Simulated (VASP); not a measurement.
A run of VASP 6.6.1 is set up as follows.

File INCAR:

```
ALGO     = Normal         # electronic algorithm
EDIFF    = 1E-7           # SCF threshold, eV
ENCUT    = 520            # plane-wave cutoff, eV
GGA      = PE             # functional
ISIF     = 2              # what is computed and relaxed
ISMEAR   = 0              # smearing method
LASPH    = True           # aspherical terms in the spheres
LCHARG   = False          # write CHGCAR
LREAL    = False          # projectors in reciprocal space
LWAVE    = False          # write WAVECAR
NBANDS   = 22             # bands
NELM     = 60             # most SCF steps
PREC     = Accurate       # precision mode
SIGMA    = 0.1            # smearing width, eV
```

KPOINTS

```
k-points
0
Gamma
  10 10 10
```

File POSCAR:

```
Sb3Pb
1.0
   -3.2115693308      3.2115693308      3.2115693308
    3.2115693308     -3.2115693308      3.2115693308
    3.2115693308      3.2115693308     -3.2115693308
Sb Pb
3 1
Direct
    0.0000000000      0.5000000000      0.5000000000
    0.5000000000      0.0000000000      0.5000000000
    0.5000000000      0.5000000000      0.0000000000
    0.0000000000      0.0000000000      0.0000000000
```

Potentials or basis: VASP PAW PBE potentials, release 64 (Sb, Pb_d).

Run with:

```console
$ cat potpaw_PBE.64/Sb/POTCAR potpaw_PBE.64/Pb_d/POTCAR > POTCAR
$ mpirun -np 1 vasp_std > vasp.out
```

(1) What does it give for the pressure?

Answers

(1) -2.5 GPa.
